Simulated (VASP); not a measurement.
# ZnO (Pm-3m) in VASP: a series of runs

Runs on ZnO. Level: PBE. Tasks: single point.

All numbers are computed with VASP 6.6.1; they aren't measurements. Logs are shortened: lines on timing, memory, paths and dates and some standing lists are left out, and cuts for length are marked.

## 1. The cell of the first run

It takes space group Pm-3m (No. 221, cubic). Conventional cell: a = 2.688 Å, b = 2.688 Å, c = 2.688 Å, α = 90.00°, β = 90.00°, γ = 90.00°. Within 3.1 Å of Zn (site symmetry m-3m) lie 8 O at 2.33 Å and 6 Zn at 2.69 Å. Within 3.1 Å of O (site symmetry m-3m) lie 8 Zn at 2.33 Å and 6 O at 2.69 Å.

## 2. Single point, PBE

The input, INCAR:

```
SYSTEM = ZnO
ALGO     = Normal         ! electronic algorithm
EDIFF    = 1E-6           ! SCF threshold, eV
ENCUT    = 520            ! plane-wave cutoff, eV
GGA      = PE             ! functional
ISIF     = 2              ! what is computed and relaxed
ISMEAR   = -1             ! smearing method
LASPH    = .True.         ! aspherical terms in the spheres
LCHARG   = .False.        ! write CHGCAR
LREAL    = .False.        ! projectors in reciprocal space
LWAVE    = .False.        ! write WAVECAR
NBANDS   = 16             ! bands
NELM     = 100            ! most SCF steps
PREC     = Accurate       ! precision mode
SIGMA    = 0.05           ! smearing width, eV
```

The input, KPOINTS:

```
k-points
0
Gamma
  10 10 10
  0 0 0
```

The input, POSCAR:

```
ZnO
1.0
    2.6882100000      0.0000000000      0.0000000000
    0.0000000000      2.6882100000      0.0000000000
    0.0000000000      0.0000000000      2.6882100000
Zn O
1 1
Direct
    0.0000000000      0.0000000000      0.0000000000
    0.5000000000      0.5000000000      0.5000000000
```

Potentials or basis: VASP PAW PBE potentials, release 64 (Zn, O).

On the command line:

```console
> cat potpaw_PBE.64/Zn/POTCAR potpaw_PBE.64/O/POTCAR > POTCAR
> mpirun -np 1 vasp_std > vasp.out
```

OUTCAR:

```text
SYSTEM = ZnO
   EDIFF = 1E-6
   ENCUT = 520
   GGA = PE
   ISIF = 2
   ISMEAR = -1
   LASPH = .True.
   LREAL = .False.
   NELM = 100
   PREC = Accurate

 ion  position               nearest neighbor table
   1  0.000  0.000  0.000-   2 2.33   2 2.33   2 2.33   2 2.33   2 2.33   2 2.33   2 2.33   2 2.33

   2  0.500  0.500  0.500-   1 2.33   1 2.33   1 2.33   1 2.33   1 2.33   1 2.33   1 2.33   1 2.33

  LATTYP: Found a simple cubic cell.
 ALAT       =     2.6882100000

  Lattice vectors:

 A1 = (   2.6882100000,   0.0000000000,   0.0000000000)
 A2 = (   0.0000000000,   2.6882100000,   0.0000000000)
 A3 = (   0.0000000000,   0.0000000000,   2.6882100000)

Analysis of symmetry for initial positions (statically):
=====================================================================
 Subroutine PRICEL returns:
 Original cell was already a primitive cell.

 Routine SETGRP: Setting up the symmetry group for a
 simple cubic supercell.

 Subroutine GETGRP returns: Found 48 space group operations
 (whereof 48 operations were pure point group operations)
 out of a pool of 48 trial point group operations.

The static configuration has the point symmetry O_h .

Analysis of symmetry for dynamics (positions and initial velocities):
=====================================================================
 Subroutine PRICEL returns:
 Original cell was already a primitive cell.

 Routine SETGRP: Setting up the symmetry group for a
 simple cubic supercell.

 Subroutine GETGRP returns: Found 48 space group operations
 (whereof 48 operations were pure point group operations)
 out of a pool of 48 trial point group operations.

The dynamic configuration has the point symmetry O_h .

 Subroutine INISYM returns: Found 48 space group operations
 (whereof 48 operations are pure point group operations),
 and found     1 'primitive' translations

----------------------------------------------------------------------------------------

                                     Primitive cell

  volume of cell :      19.4263

  direct lattice vectors                    reciprocal lattice vectors
     2.688210000  0.000000000  0.000000000     0.371994747  0.000000000  0.000000000
     0.000000000  2.688210000  0.000000000     0.000000000  0.371994747  0.000000000
     0.000000000  0.000000000  2.688210000     0.000000000  0.000000000  0.371994747

  length of vectors
     2.688210000  2.688210000  2.688210000     0.371994747  0.371994747  0.371994747

  position of ions in fractional coordinates (direct lattice)
     0.000000000  0.000000000  0.000000000
     0.500000000  0.500000000  0.500000000

  ion indices of the primitive-cell ions
   primitive index   ion index
                 1           1
                 2           2

----------------------------------------------------------------------------------------

 KPOINTS: k-points

Automatic generation of k-mesh.
 Grid dimensions read from file:
 generate k-points for:   10   10   10

 Generating k-lattice:

  Cartesian coordinates                     Fractional coordinates (reciprocal lattice)
     0.037199475  0.000000000  0.000000000     0.100000000  0.000000000  0.000000000
     0.000000000  0.037199475  0.000000000     0.000000000  0.100000000  0.000000000
     0.000000000  0.000000000  0.037199475     0.000000000  0.000000000  0.100000000

  Length of vectors
     0.037199475  0.037199475  0.037199475

  Shift w.r.t. Gamma in fractional coordinates (k-lattice)
     0.000000000  0.000000000  0.000000000

 Subroutine IBZKPT returns following result:
 ===========================================

 Found     56 irreducible k-points:

 Following reciprocal coordinates:
            Coordinates               Weight
  0.000000  0.000000  0.000000      1.000000
  0.100000  0.000000  0.000000      6.000000
  0.200000  0.000000  0.000000      6.000000
  0.300000  0.000000  0.000000      6.000000
  0.400000  0.000000  0.000000      6.000000
  0.500000  0.000000  0.000000      3.000000
[... 16 lines left out ...]
  0.200000  0.100000  0.100000     24.000000
  0.300000  0.100000  0.100000     24.000000
 [... further k-points ...]
   k-points           NKPTS =     56   k-points in BZ     NKDIM =     56   number of bands    NBANDS=     16
   number of dos      NEDOS =    301   number of ions     NIONS =      2
   total plane-waves  NPLWV =   8000
   dimension x,y,z NGX =    20 NGY =   20 NGZ =   20
   dimension x,y,z NGXF=    40 NGYF=   40 NGZF=   40
   ions per type =               1   1
   NGX,Y,Z   is equivalent  to a cutoff of  12.37, 12.37, 12.37 a.u.
   NGXF,Y,Z  is equivalent  to a cutoff of  24.74, 24.74, 24.74 a.u.
 SYSTEM =  ZnO
   PREC   = accura    normal or accurate (medium, high low for compatibility)
   ISTART =      0    job   : 0-new  1-cont  2-samecut
   ICHARG =      2    charge: 1-file 2-atom 10-const
   ISPIN  =      1    spin polarized calculation?
   LNONCOLLINEAR =      F non collinear calculations
   LSORBIT =      F    spin-orbit coupling
   LASPH  =      T    aspherical Exc in radial PAW
   ENCUT  =  520.0 eV  38.22 Ry    6.18 a.u.   5.00  5.00  5.00*2*pi/ulx,y,z
   NELM   =    100;   NELMIN=  2; NELMDL= -5     # of ELM steps
   EDIFF  = 0.1E-05   stopping-criterion for ELM
   LREAL  =      F    real-space projection
   EDIFFG = 0.1E-04   stopping-criterion for IOM
   NSW    =      0    number of steps for IOM
   IBRION =     -1    ionic relax: 0-MD 1-quasi-New 2-CG
   NFREE  =      0    steps in history (QN), initial steepest desc. (CG)
   ISIF   =      2    stress and relaxation
   ISYM   =      2    0-nonsym 1-usesym 2-fastsym
   POTIM  = 0.5000    time-step for ionic-motion
   TEBEG  =    0.0;   TEEND  =   0.0 temperature during run
   PSTRESS=    0.0 pullay stress
   NELECT =      18.0000    total number of electrons
   NUPDOWN=      -1.0000    fix difference up-down
   EMIN   =  10.00;   EMAX   =-10.00  energy-range for DOS
   EFERMI =   0.00;   METHOD = LEGACY
   ISMEAR =    -1;   SIGMA  =   0.05  broadening in eV -4-tet -1-fermi 0-gaus
   EFERMI_NEDOS =   21; number of points for ismear=-14 and -15
   IALGO  =     38    algorithm
   IMIX   =      4    mixing-type and parameters
     AMIX     =   0.40;   BMIX     =  1.00
     AMIX_MAG =   1.60;   BMIX_MAG =  1.00
  volume/ion in A,a.u.               =       9.71        65.55
  Fermi-wavevector in a.u.,A,eV,Ry     =   1.596011  3.016023 34.657444  2.547250
  Thomas-Fermi vector in A             =   2.693840
   LORBIT       =      0    0 simple, 1 ext, 2 COOP (PROOUT), +10 PAW based schemes
   GGA     = PE    functional components
   LHFCALC =     F    Hartree Fock is set to
   AEXX    =    0.0000 exact exchange contribution
   IVDW    =     0    specifies the selected vdW correction
   LEPSILON=     F    determine dielectric tensor
   LRPA    =     F    only Hartree local field effects (RPA)
 non-spin polarized calculation
  energy-cutoff  :      520.00
  volume of cell :       19.43
 maximum number of plane-waves:       552
 NGX is ok and might be reduce to    20
   NGX =  9   NGY =  9   NGZ =  9

 number of electron      18.0000023 magnetization

 Free energy of the ion-electron system (eV)
  ---------------------------------------------------
  ext. energy  EPLUGINS =         0.00000000
  ---------------------------------------------------
  free energy    TOTEN  =        -7.49299168 eV

  energy without entropy =       -7.49237470  energy(sigma->0) =       -7.49268319

 E-fermi :   3.2955     XC(G=0): -12.5009

 val. band max:        3.1236696470   @ k =   0.5000   0.0000   0.0000
 cond. band min:       3.5382259718   @ k =   0.1000   0.0000   0.0000
 fundamental gap:      0.4145563248
 Fermi energy:         3.2955330140

 k-point     1 :       0.0000    0.0000    0.0000
  band No.  band energies     occupation
      1     -15.3351      2.00000
      2      -3.3134      2.00000
      3      -3.3134      2.00000
      4      -2.2234      2.00000
      5      -2.2234      2.00000
      6      -2.2234      2.00000
[... 8 lines left out ...]
     15      20.4757      0.00000
     16      35.0828      0.00000

 k-point     2 :       0.1000    0.0000    0.0000
  band No.  band energies     occupation
      1     -15.2361      2.00000
      2      -3.3006      2.00000
      3      -3.2972      2.00000
      4      -2.2894      2.00000
      5      -2.2894      2.00000
      6      -2.2201      2.00000
[... 8 lines left out ...]
     15      21.5076      0.00000
     16      32.0427      0.00000

 k-point     3 :       0.2000    0.0000    0.0000
  band No.  band energies     occupation
      1     -14.9616      2.00000
      2      -3.3763      2.00000
      3      -3.2669      2.00000
      4      -2.4501      2.00000
      5      -2.4501      2.00000
      6      -2.2115      2.00000
[... 8 lines left out ...]
     15      23.6731      0.00000
     16      28.8197      0.00000

 k-point     4 :       0.3000    0.0000    0.0000
  band No.  band energies     occupation
      1     -14.5842      2.00000
      2      -3.8711      2.00000
      3      -3.2251      2.00000
      4      -2.6293      2.00000
      5      -2.6293      2.00000
      6      -2.2009      2.00000
[... 8 lines left out ...]
     15      26.0536      0.00000
     16      26.3920      0.00000
[... 324 lines left out ...]
 k-point    22 :       0.1000    0.1000    0.1000
  band No.  band energies     occupation
      1     -15.0456      2.00000
      2      -3.2539      2.00000
      3      -3.2539      2.00000
      4      -2.4161      2.00000
      5      -2.3210      2.00000
      6      -2.3210      2.00000
[... 8 lines left out ...]
     15      22.2458      0.00000
     16      29.9030      0.00000

 k-point    23 :       0.2000    0.1000    0.1000
  band No.  band energies     occupation
      1     -14.7848      2.00000
      2      -3.2767      2.00000
      3      -3.2169      2.00000
      4      -2.5401      2.00000
      5      -2.4948      2.00000
      6      -2.3058      2.00000
[... 8 lines left out ...]
     15      24.5314      0.00000
     16      28.1634      0.00000

 k-point    24 :       0.3000    0.1000    0.1000
  band No.  band energies     occupation
      1     -14.4291      2.00000
      2      -3.6843      2.00000
      3      -3.1670      2.00000
      4      -2.6907      2.00000
      5      -2.5955      2.00000
      6      -2.2823      2.00000
[... 8 lines left out ...]
     15      26.9435      0.00000
     16      27.0636      0.00000

 [... further k-points ...]
[... 5 lines left out ...]
  --------------------------------------------------------------------------------------
  -------------------------------------------------------------------------------------
  Total        0.0700041      0.0700041      0.0700041      0.0000000     -0.0000000      0.0000000
  in kB        5.7735692      5.7735692      5.7735692      0.0000000     -0.0000000      0.0000000
  external PRESSURE =       5.7735692 kB  Pullay stress =       0.0000000 kB

 VOLUME and BASIS-vectors are now :
 -----------------------------------------------------------------------------
  energy-cutoff  :      520.00
  volume of cell :       19.43
      direct lattice vectors                 reciprocal lattice vectors
     2.688210000  0.000000000  0.000000000     0.371994747  0.000000000  0.000000000
     0.000000000  2.688210000  0.000000000     0.000000000  0.371994747  0.000000000
     0.000000000  0.000000000  2.688210000     0.000000000  0.000000000  0.371994747

 POSITION                                       TOTAL-FORCE (eV/Angst)
 -----------------------------------------------------------------------------------
      0.00000      0.00000      0.00000         0.000000      0.000000      0.000000
      1.34411      1.34411      1.34411         0.000000      0.000000      0.000000
 -----------------------------------------------------------------------------------
    total drift:                               -0.000000      0.000000      0.000000

  FREE ENERGIE OF THE ION-ELECTRON SYSTEM (eV)
  ---------------------------------------------------
  free  energy   TOTEN  =        -7.4929916756 eV

  energy  without entropy=       -7.4923747044  energy(sigma->0) =       -7.49268319
```

Wall time 10 s (1 thread of AMD EPYC 7R43 (Zen 3), shared host); peak memory 0.1 GiB.

Results:

| Property | Result |
| --- | --- |
| Free energy | -7.4930 eV |
| Pressure | 0.6 GPa |
| Band gap on the k mesh | zero (band 9 reaches 3.12 eV, above the bottom of band 10 at 2.27 eV) |

Levels at points of the mesh, in eV from the Fermi level:
```csv
k point,band 5,band 6,band 7,band 8,band 9,band 10,band 11,band 12,band 13,band 14
"(0.00, 0.00, 0.00)",-5.52,-5.52,-1.36,-1.36,-1.36,-1.03,13.96,13.96,17.18,17.18
"(0.50, 0.00, 0.00)",-6.11,-5.48,-4.67,-0.17,-0.17,4.88,6.29,15.44,15.44,17.07
"(0.50, 0.50, 0.00)",-5.73,-5.27,-4.99,-4.99,-0.32,2.43,9.88,9.88,15.54,20.77
"(0.50, 0.50, 0.50)",-5.25,-5.25,-1.57,-1.57,-1.57,5.33,5.33,5.33,9.13,20.51
```

## 3. Single point, PBE

The input, INCAR:

```
SYSTEM = ZnO
ALGO = Normal ; EDIFF = 1E-6
ENCUT = 600 ; GGA = PE
GGA_COMPAT = .FALSE. ; ISIF = 2
ISMEAR = -1 ; LASPH = .TRUE.
LCHARG = .FALSE. ; LREAL = .FALSE.
LWAVE = .FALSE. ; NBANDS = 16
NELM = 120 ; PREC = Accurate
SIGMA = 0.03
```

The input, KPOINTS:

```
k-points
0
G
  6 6 6
  0 0 0
```

POSCAR is that of step 2.

Potentials or basis: VASP PAW PBE potentials, release 64 (Zn, O).

On the command line:

```console
> cat potpaw_PBE.64/Zn/POTCAR potpaw_PBE.64/O/POTCAR > POTCAR
> mpirun -np 1 vasp_std > vasp.out
```

It took 9.2 s on 1 thread of AMD EPYC 7R13, shared host; peak memory 0.11 GiB.

It converged, with:

* Free energy: -7.4894 eV
* Pressure: 0.5 GPa
* Band gap on the k mesh: zero (band 9 reaches 3.12 eV, above the bottom of band 10 at 2.27 eV)

Levels at points of the mesh, in eV from the Fermi level:
```tsv
k point	band 7	band 8	band 9	band 10	band 11	band 12
(0.00, 0.00, 0.00)	-1.25	-1.25	-1.25	-0.92	14.06	14.06
(0.50, 0.00, 0.00)	-4.57	-0.07	-0.07	4.99	6.39	15.54
(0.50, 0.50, 0.00)	-4.89	-4.89	-0.21	2.53	9.98	9.98
(0.50, 0.50, 0.50)	-1.47	-1.47	-1.47	5.44	5.44	5.44
```

Caveat: the k points lie up to 0.39 Å⁻¹ apart.
